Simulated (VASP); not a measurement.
# Au (Fd-3m) in VASP: further runs

Runs on Au. Level: PBEsol. Tasks: single point.

Everything below comes from runs of VASP 6.6.1. Logs are shortened: lines on timing, memory, paths and dates and some standing lists are left out, and cuts for length are marked.

## Step 1: The cell of the first run

Symmetry: Fd-3m, No. 227, cubic system. The conventional cell has a = 5.900 Å, b = 5.900 Å, c = 5.900 Å, α = 90.00°, β = 90.00°, γ = 90.00°. Au (site symmetry -43m) has 4 Au at 2.55 Å within 3.4 Å.

## Step 2: Single point, PBEsol

Input file INCAR:

```
SYSTEM = Au
  PREC = Accurate
  ENCUT = 520
  EDIFF = 1E-6
  ISMEAR = 0
  SIGMA = 0.05
  LREAL = .FALSE.
  LASPH = .TRUE.
  NELM = 100
  ALGO = Normal
  ISIF = 2
  LWAVE = .FALSE.
  LCHARG = .FALSE.
  GGA = PS
  NBANDS = 18
```

Input file KPOINTS:

```
Automatic mesh
0
G
  8 8 8
  0 0 0
```

Input file POSCAR:

```
Au
1.0
    0.0000000000      2.9499222028      2.9499222028
    2.9499222028      0.0000000000      2.9499222028
    2.9499222028      2.9499222028      0.0000000000
Au
2
Direct
    0.0000000000      0.0000000000      0.0000000000
    0.2500000000      0.2500000000      0.2500000000
```

Potentials or basis: VASP PAW PBE potentials, release 64 (Au).

Started as:

```sh
cat potpaw_PBE.64/Au/POTCAR > POTCAR
mpirun -np 1 vasp_std > vasp.out
```

OUTCAR:

```text
SYSTEM = Au
   PREC = Accurate
   ENCUT = 520
   EDIFF = 1E-6
   ISMEAR = 0
   LREAL = .FALSE.
   LASPH = .TRUE.
   NELM = 100
   ISIF = 2
   GGA = PS

 ion  position               nearest neighbor table
   1  0.000  0.000  0.000-   2 2.55   2 2.55   2 2.55   2 2.55
   2  0.250  0.250  0.250-   1 2.55   1 2.55   1 2.55   1 2.55

  LATTYP: Found a face centered cubic cell.
 ALAT       =     5.8998444056

  Lattice vectors:

 A1 = (   0.0000000000,   2.9499222028,   2.9499222028)
 A2 = (   2.9499222028,   0.0000000000,   2.9499222028)
 A3 = (   2.9499222028,   2.9499222028,   0.0000000000)

Analysis of symmetry for initial positions (statically):
=====================================================================
 Subroutine PRICEL returns:
 Original cell was already a primitive cell.

 Routine SETGRP: Setting up the symmetry group for a
 face centered cubic supercell.

 Subroutine GETGRP returns: Found 48 space group operations
 (whereof 24 operations were pure point group operations)
 out of a pool of 48 trial point group operations.

The static configuration has the point symmetry T_d .
 The point group associated with its full space group is O_h .

Analysis of symmetry for dynamics (positions and initial velocities):
=====================================================================
 Subroutine PRICEL returns:
 Original cell was already a primitive cell.

 Routine SETGRP: Setting up the symmetry group for a
 face centered cubic supercell.

 Subroutine GETGRP returns: Found 48 space group operations
 (whereof 24 operations were pure point group operations)
 out of a pool of 48 trial point group operations.

The dynamic configuration has the point symmetry T_d .
 The point group associated with its full space group is O_h .

 Subroutine INISYM returns: Found 48 space group operations
 (whereof 24 operations are pure point group operations),
 and found     1 'primitive' translations

----------------------------------------------------------------------------------------

                                     Primitive cell

  volume of cell :      51.3407

  direct lattice vectors                    reciprocal lattice vectors
     0.000000000  2.949922203  2.949922203    -0.169495995  0.169495995  0.169495995
     2.949922203  0.000000000  2.949922203     0.169495995 -0.169495995  0.169495995
     2.949922203  2.949922203  0.000000000     0.169495995  0.169495995 -0.169495995

  length of vectors
     4.171819987  4.171819987  4.171819987     0.293575676  0.293575676  0.293575676

  position of ions in fractional coordinates (direct lattice)
     0.000000000  0.000000000  0.000000000
     0.250000000  0.250000000  0.250000000

  ion indices of the primitive-cell ions
   primitive index   ion index
                 1           1
                 2           2

----------------------------------------------------------------------------------------

 KPOINTS: Automatic mesh

Automatic generation of k-mesh.
 Grid dimensions read from file:
 generate k-points for:    8    8    8

 Generating k-lattice:

  Cartesian coordinates                     Fractional coordinates (reciprocal lattice)
    -0.021186999  0.021186999  0.021186999     0.125000000  0.000000000  0.000000000
     0.021186999 -0.021186999  0.021186999     0.000000000  0.125000000  0.000000000
     0.021186999  0.021186999 -0.021186999     0.000000000  0.000000000  0.125000000

  Length of vectors
     0.036696959  0.036696959  0.036696959

  Shift w.r.t. Gamma in fractional coordinates (k-lattice)
     0.000000000  0.000000000  0.000000000

 Subroutine IBZKPT returns following result:
 ===========================================

 Found     29 irreducible k-points:

 Following reciprocal coordinates:
            Coordinates               Weight
  0.000000  0.000000  0.000000      1.000000
  0.125000  0.000000  0.000000      8.000000
  0.250000  0.000000  0.000000      8.000000
  0.375000  0.000000  0.000000      8.000000
  0.500000  0.000000  0.000000      4.000000
  0.125000  0.125000  0.000000      6.000000
[... 16 lines left out ...]
  0.500000  0.250000  0.125000     48.000000
 -0.375000  0.250000  0.125000     24.000000
 [... further k-points ...]
   k-points           NKPTS =     29   k-points in BZ     NKDIM =     29   number of bands    NBANDS=     18
   number of dos      NEDOS =    301   number of ions     NIONS =      2
   total plane-waves  NPLWV =  32768
   dimension x,y,z NGX =    32 NGY =   32 NGZ =   32
   dimension x,y,z NGXF=    64 NGYF=   64 NGZF=   64
   ions per type =               2
   NGX,Y,Z   is equivalent  to a cutoff of  12.75, 12.75, 12.75 a.u.
   NGXF,Y,Z  is equivalent  to a cutoff of  25.50, 25.50, 25.50 a.u.
 SYSTEM =  Au
   PREC   = accura    normal or accurate (medium, high low for compatibility)
   ISTART =      0    job   : 0-new  1-cont  2-samecut
   ICHARG =      2    charge: 1-file 2-atom 10-const
   ISPIN  =      1    spin polarized calculation?
   LNONCOLLINEAR =      F non collinear calculations
   LSORBIT =      F    spin-orbit coupling
   LASPH  =      T    aspherical Exc in radial PAW
   ENCUT  =  520.0 eV  38.22 Ry    6.18 a.u.   7.76  7.76  7.76*2*pi/ulx,y,z
   NELM   =    100;   NELMIN=  2; NELMDL= -5     # of ELM steps
   EDIFF  = 0.1E-05   stopping-criterion for ELM
   LREAL  =      F    real-space projection
   EDIFFG = 0.1E-04   stopping-criterion for IOM
   NSW    =      0    number of steps for IOM
   IBRION =     -1    ionic relax: 0-MD 1-quasi-New 2-CG
   NFREE  =      0    steps in history (QN), initial steepest desc. (CG)
   ISIF   =      2    stress and relaxation
   ISYM   =      2    0-nonsym 1-usesym 2-fastsym
   POTIM  = 0.5000    time-step for ionic-motion
   TEBEG  =    0.0;   TEEND  =   0.0 temperature during run
   PSTRESS=    0.0 pullay stress
   NELECT =      22.0000    total number of electrons
   NUPDOWN=      -1.0000    fix difference up-down
   EMIN   =  10.00;   EMAX   =-10.00  energy-range for DOS
   EFERMI =   0.00;   METHOD = LEGACY
   ISMEAR =     0;   SIGMA  =   0.05  broadening in eV -4-tet -1-fermi 0-gaus
   EFERMI_NEDOS =   21; number of points for ismear=-14 and -15
   IALGO  =     38    algorithm
   IMIX   =      4    mixing-type and parameters
     AMIX     =   0.40;   BMIX     =  1.00
     AMIX_MAG =   1.60;   BMIX_MAG =  1.00
  volume/ion in A,a.u.               =      25.67       173.23
  Fermi-wavevector in a.u.,A,eV,Ry     =   1.234227  2.332351 20.725988  1.523317
  Thomas-Fermi vector in A             =   2.368926
   LORBIT       =      0    0 simple, 1 ext, 2 COOP (PROOUT), +10 PAW based schemes
   GGA     = PS    functional components
   LHFCALC =     F    Hartree Fock is set to
   AEXX    =    0.0000 exact exchange contribution
   IVDW    =     0    specifies the selected vdW correction
   LEPSILON=     F    determine dielectric tensor
   LRPA    =     F    only Hartree local field effects (RPA)
 non-spin polarized calculation
 Gauss-broadening in eV      SIGMA  =   0.05
  energy-cutoff  :      520.00
  volume of cell :       51.34
 maximum number of plane-waves:      1411
   NGX = 15   NGY = 15   NGZ = 15

 number of electron      21.9999998 magnetization

 Free energy of the ion-electron system (eV)
  ---------------------------------------------------
  ext. energy  EPLUGINS =         0.00000000
  ---------------------------------------------------
  free energy    TOTEN  =        -5.92873543 eV

  energy without entropy =       -5.92785129  energy(sigma->0) =       -5.92829336

 E-fermi :   3.8760     XC(G=0): -10.2050

 val. band max:        3.6189006340   @ k =  -0.3750   0.3750   0.1250
 cond. band min:       3.8906726709   @ k =  -0.3750   0.3750   0.0000
 fundamental gap:      0.2717720369
 Fermi energy:         3.8760471467

 k-point     1 :       0.0000    0.0000    0.0000
  band No.  band energies     occupation
      1      -2.9159      2.00000
      2      -0.7981      2.00000
      3      -0.7981      2.00000
      4      -0.7711      2.00000
      5      -0.7711      2.00000
      6      -0.7711      2.00000
[... 10 lines left out ...]
     17      15.2005      0.00000
     18      15.2005      0.00000

 k-point     2 :       0.1250    0.0000    0.0000
  band No.  band energies     occupation
      1      -2.7126      2.00000
      2      -0.9684      2.00000
      3      -0.9684      2.00000
      4      -0.7865      2.00000
      5      -0.5420      2.00000
      6      -0.5420      2.00000
[... 10 lines left out ...]
     17      16.0795      0.00000
     18      16.1225      0.00000

 k-point     3 :       0.2500    0.0000    0.0000
  band No.  band energies     occupation
      1      -2.1827      2.00000
      2      -1.0284      2.00000
      3      -1.0284      2.00000
      4      -0.8207      2.00000
      5      -0.3843      2.00000
      6      -0.3843      2.00000
[... 10 lines left out ...]
     17      16.2723      0.00000
     18      16.2723      0.00000

 k-point     4 :       0.3750    0.0000    0.0000
  band No.  band energies     occupation
      1      -1.6178      2.00000
      2      -0.9692      2.00000
      3      -0.9692      2.00000
      4      -0.8604      2.00000
      5      -0.4207      2.00000
      6      -0.4207      2.00000
[... 10 lines left out ...]
     17      16.0918      0.00000
     18      16.0918      0.00000

 k-point     5 :       0.5000    0.0000    0.0000
  band No.  band energies     occupation
      1      -1.3877      2.00000
      2      -0.8976      2.00000
      3      -0.8976      2.00000
      4      -0.8913      2.00000
      5      -0.5035      2.00000
      6      -0.5035      2.00000
[... 10 lines left out ...]
     17      16.0151      0.00000
     18      16.0151      0.00000

 k-point     6 :       0.1250    0.1250    0.0000
  band No.  band energies     occupation
      1      -2.6414      2.00000
      2      -1.1230      2.00000
      3      -0.7837      2.00000
      4      -0.7837      2.00000
      5      -0.6806      2.00000
      6      -0.3861      2.00000
[... 10 lines left out ...]
     17      16.7160      0.00000
     18      16.9418      0.00000

 k-point     7 :       0.2500    0.1250    0.0000
  band No.  band energies     occupation
      1      -2.2079      2.00000
      2      -1.2166      2.00000
      3      -0.8507      2.00000
      4      -0.8205      2.00000
      5      -0.4971      2.00000
      6      -0.1869      2.00000
[... 10 lines left out ...]
     17      16.3862      0.00000
     18      17.1817      0.00000

 k-point     8 :       0.3750    0.1250    0.0000
  band No.  band energies     occupation
      1      -1.6318      2.00000
      2      -1.1995      2.00000
      3      -0.8763      2.00000
      4      -0.8665      2.00000
      5      -0.4148      2.00000
      6      -0.1507      2.00000
[... 10 lines left out ...]
     17      16.2516      0.00000
     18      17.0716      0.00000
[... 229 lines left out ...]
     17      20.0888      0.00000
     18      20.9501      0.00000

 k-point    20 :      -0.3750    0.3750    0.0000
  band No.  band energies     occupation
      1      -1.3668      2.00000
      2      -0.9898      2.00000
      3      -0.9864      2.00000
      4      -0.8050      2.00000
      5      -0.0429      2.00000
      6       0.5807      2.00000
[... 10 lines left out ...]
     17      19.0908      0.00000
     18      19.2346      0.00000

 k-point    21 :       0.5000    0.5000    0.0000
  band No.  band energies     occupation
      1      -1.1761      2.00000
      2      -1.1761      2.00000
      3      -0.8925      2.00000
      4      -0.8925      2.00000
      5       0.2399      2.00000
      6       0.2399      2.00000
[... 10 lines left out ...]
     17      22.6618      0.00000
     18      22.7438      0.00000

 k-point    22 :       0.3750    0.2500    0.1250
  band No.  band energies     occupation
      1      -1.7337      2.00000
      2      -1.2720      2.00000
      3      -0.9356      2.00000
      4      -0.7951      2.00000
      5      -0.3964      2.00000
      6       0.0233      2.00000
[... 10 lines left out ...]
     17      16.2317      0.00000
     18      18.0873      0.00000

 k-point    23 :       0.5000    0.2500    0.1250
  band No.  band energies     occupation
      1      -1.2754      2.00000
      2      -1.2381      2.00000
      3      -1.0664      2.00000
      4      -0.7625      2.00000
      5      -0.3111      2.00000
      6       0.0766      2.00000
[... 10 lines left out ...]
     17      16.2069      0.00000
     18      18.3245      0.00000

 k-point    24 :      -0.3750    0.2500    0.1250
  band No.  band energies     occupation
      1      -1.2437      2.00000
      2      -1.1485      2.00000
      3      -1.0252      2.00000
      4      -0.7825      2.00000
      5      -0.2115      2.00000
      6      -0.0266      2.00000
[... 10 lines left out ...]
     17      18.2345      0.00000
     18      18.4063      0.00000

 [... further k-points ...]

------------------------ aborting loop because EDIFF is reached ----------------------------------------

  FORCE on cell =-STRESS in cart. coord.  units (eV):
  Direction    XX          YY          ZZ          XY          YZ          ZX
  --------------------------------------------------------------------------------------
  -------------------------------------------------------------------------------------
  Total        1.5614774      1.5614774      1.5614774      0.0000000      0.0000000      0.0000000
  in kB       48.7286748     48.7286748     48.7286748      0.0000000      0.0000000      0.0000000
  external PRESSURE =      48.7286748 kB  Pullay stress =       0.0000000 kB

 VOLUME and BASIS-vectors are now :
 -----------------------------------------------------------------------------
  energy-cutoff  :      520.00
  volume of cell :       51.34
      direct lattice vectors                 reciprocal lattice vectors
     0.000000000  2.949922203  2.949922203    -0.169495995  0.169495995  0.169495995
     2.949922203  0.000000000  2.949922203     0.169495995 -0.169495995  0.169495995
     2.949922203  2.949922203  0.000000000     0.169495995  0.169495995 -0.169495995

 POSITION                                       TOTAL-FORCE (eV/Angst)
 -----------------------------------------------------------------------------------
      0.00000      0.00000      0.00000        -0.000000     -0.000000     -0.000000
      1.47496      1.47496      1.47496         0.000000      0.000000      0.000000
 -----------------------------------------------------------------------------------
    total drift:                               -0.000000      0.000000      0.000000

  FREE ENERGIE OF THE ION-ELECTRON SYSTEM (eV)
  ---------------------------------------------------
  free  energy   TOTEN  =        -5.9287354288 eV

  energy  without entropy=       -5.9278512852  energy(sigma->0) =       -5.92829336
```

Run time: 22 s. Hardware: 1 thread of Intel Xeon 6975P-C, shared host; peak memory 0.18 GiB.

What came out:

* Free energy: -5.9287 eV
* Pressure: 4.9 GPa
* Band gap on the k mesh: zero (band 11 reaches 4.21 eV, above the bottom of band 12 at 3.57 eV)

Levels at points of the mesh, in eV from the Fermi level:
```csv
k point,band 7,band 8,band 9,band 10,band 11,band 12,band 13,band 14,band 15,band 16
"(0.00, 0.00, 0.00)",-2.52,-2.52,-2.52,-1.24,-1.24,9.44,10.06,10.35,10.35,10.35
"(0.50, 0.00, 0.00)",-2.19,-2.19,-1.44,-1.44,-1.29,-0.29,7.15,7.15,9.72,9.77
"(0.50, 0.50, 0.00)",-3.05,-3.05,-1.24,-1.24,0.34,0.34,3.66,3.66,8.40,8.40
```

Caveat: the PAW data sets were made with another functional, which shifts forces and pressure a little; spin-orbit coupling is left out, which moves the levels of the heavy elements.

## Step 3: Single point, PBEsol

This run uses another cell than the first one, of 27.25 Å³/atom, 1.062 times its volume.

Input file INCAR:

```
SYSTEM = Au
ALGO = Normal
EDIFF = 1E-6
ENCUT = 520
GGA = PS
ISIF = 2
ISMEAR = 0
LASPH = .TRUE.
LCHARG = .FALSE.
LREAL = .FALSE.
LWAVE = .FALSE.
NBANDS = 18
NELM = 100
PREC = Accurate
SIGMA = 0.05
```

Input file KPOINTS:

```
k-points
0
G
  8 8 8
  0 0 0
```

Input file POSCAR:

```
Au
1.0
    0.0000000000      3.0093731520      3.0093731520
    3.0093731520      0.0000000000      3.0093731520
    3.0093731520      3.0093731520      0.0000000000
Au
2
Direct
    0.0000000000      0.0000000000      0.0000000000
    0.2500000000      0.2500000000      0.2500000000
```

Potentials or basis: VASP PAW PBE potentials, release 64 (Au).

Started as:

```sh
cat potpaw_PBE.64/Au/POTCAR > POTCAR
mpirun -np 1 vasp_std > vasp.out
```

Wall time 22 s (1 thread of Intel Xeon 6975P-C, shared host); peak memory 0.18 GiB.

The run converged. Its results:

- Free energy: -5.9743 eV
- Pressure: -0.1 GPa
- Band gap on the k mesh: zero (band 11 reaches 3.54 eV, above the bottom of band 12 at 2.91 eV)

Levels at points of the mesh, in eV from the Fermi level:
```csv
k point,band 7,band 8,band 9,band 10,band 11,band 12,band 13,band 14,band 15,band 16
"(0.00, 0.00, 0.00)",-2.36,-2.36,-2.36,-1.23,-1.23,8.99,9.90,9.92,9.92,9.92
"(0.50, 0.00, 0.00)",-2.08,-2.08,-1.40,-1.40,-1.04,-0.32,6.94,6.94,9.18,9.75
"(0.50, 0.50, 0.00)",-2.86,-2.86,-1.21,-1.21,0.31,0.31,3.70,3.70,8.17,8.17
```

Caveat: the PAW data sets were made with another functional, which shifts forces and pressure a little; spin-orbit coupling is left out, which moves the levels of the heavy elements.
